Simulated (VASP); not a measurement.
A run of VASP 6.6.1 is set up as follows.

INCAR

```
SYSTEM = Ga16HO24
ALGO = Normal
EDIFF = 1E-7
ENCUT = 520
GGA = PE
ISIF = 2
ISMEAR = -1
LASPH = .TRUE.
LCHARG = .TRUE.
LELF = .TRUE.
LREAL = Auto
LVHAR = .TRUE.
LWAVE = .FALSE.
NBANDS = 202
NELECT = 352.0
NELM = 100
PREC = Accurate
SIGMA = 0.01
```

Contents of KPOINTS:

```
k-points
0
G
  1 1 1
  0 0 0
```

File POSCAR:

```
Ga16HO24
1.0
    2.5289754500      1.4601046700      4.5413080100
   -5.0579508900      2.9202093400      9.0826160100
    0.0000000000     -5.8404185800      9.0826160400
Ga O H
16 24 1
Direct
    0.8452793298      0.4274145243      0.4282034153
    0.6344544528      0.3213727793      0.3219506745
    0.1254881439      0.0693378490      0.0761063361
    0.3385291650      0.1833406388      0.1710593251
    0.8504552730      0.4333615637      0.9274166102
    0.6344979949      0.3283416325      0.8208625326
    0.1247328470      0.0836173219      0.5859129872
    0.3538453234      0.1766421137      0.6863782286
    0.8505202325      0.9215796849      0.4320733407
    0.6728201090      0.8117768692      0.2992479314
    0.1417939787      0.5668486218      0.0733628394
    0.3631264151      0.6728151109      0.1775157947
    0.8528847221      0.9284836144      0.9267930739
    0.6386849125      0.8253503355      0.8199526312
    0.1383870243      0.5611445126      0.5803948708
    0.3545726800      0.6815162262      0.6783685486
    0.7363095350      0.2148561268      0.0386182695
    0.3955737118      0.0345310205      0.3884806887
    0.0381820855      0.3690940457      0.2304193959
    0.2383869403      0.2893544740      0.4671681464
    0.9310882519      0.1265855175      0.2729853166
    0.5473233054      0.4784582245      0.1207768725
    0.7380560768      0.2180245959      0.5407449043
    0.4419680628      0.0206390656      0.8839335664
    0.0432699551      0.3692907849      0.7342422472
    0.2424652625      0.2881618917      0.9648419257
    0.9412173408      0.1323096176      0.7770884147
    0.5427664494      0.4855788597      0.6183982705
    0.7490873381      0.7140534905      0.0367113401
    0.4402210460      0.5245832305      0.3818761659
    0.0371099755      0.8673829210      0.2335875652
    0.2588358303      0.8113725399      0.4579762627
    0.9592762661      0.6202100801      0.2689709655
    0.5443325282      0.9800574795      0.1196654764
    0.7569648385      0.7171968594      0.5343101390
    0.4474224430      0.5234628473      0.8785797840
    0.0456605696      0.8747808264      0.7298588778
    0.2459910068      0.7872271408      0.9665005324
    0.9491782091      0.6339866595      0.7676231145
    0.5467894104      0.9821611762      0.6194157083
    0.2880676435     -0.0427592134      0.4302441722
```

Potentials or basis: VASP PAW PBE potentials, release 64 (Ga_d, O, H).

Command:

```bash
$ cat potpaw_PBE.64/Ga_d/POTCAR potpaw_PBE.64/O/POTCAR potpaw_PBE.64/H/POTCAR > POTCAR
$ mpirun -np 1 vasp_gam > vasp.out
```

What does it give for the largest force?

0.098 eV/Å.

Forces on the atoms (eV/Å):
```
Ga   0.008  0.004  0.014
Ga   0.000 -0.009 -0.006
Ga  -0.005  0.017 -0.002
Ga   0.007  0.001  0.023
Ga   0.007 -0.011  0.006
Ga   0.007 -0.009 -0.006
Ga  -0.004  0.001 -0.008
Ga  -0.011  0.011  0.001
Ga  -0.020  0.003 -0.004
Ga   0.016 -0.014  0.008
Ga  -0.001  0.009 -0.009
Ga  -0.006  0.006  0.007
Ga   0.003 -0.010  0.013
Ga   0.003 -0.013 -0.004
Ga  -0.002  0.012 -0.001
Ga  -0.001  0.000  0.006
O   -0.008  0.007 -0.001
O    0.008  0.055  0.050
O    0.001  0.003  0.003
O    0.008 -0.006  0.015
O    0.002 -0.012  0.001
O    0.009  0.001  0.000
O   -0.004  0.011 -0.013
O    0.002 -0.008  0.005
O    0.004  0.003  0.002
O    0.004 -0.004 -0.013
O   -0.007 -0.009  0.007
O   -0.001  0.004  0.007
O   -0.004  0.015 -0.002
O   -0.008 -0.002 -0.002
O    0.005  0.002  0.005
O   -0.002 -0.020  0.013
O   -0.005 -0.004  0.002
O   -0.002  0.002  0.001
O   -0.019  0.011 -0.028
O   -0.011  0.004  0.000
O    0.008  0.011 -0.006
O    0.003 -0.014 -0.004
O   -0.003  0.005 -0.003
O    0.005  0.005  0.003
H    0.014 -0.058 -0.078
```

Caveat: the k points lie up to 1.51 Å⁻¹ apart; the cell carries a net charge on a neutralising background, which shifts energy and pressure.
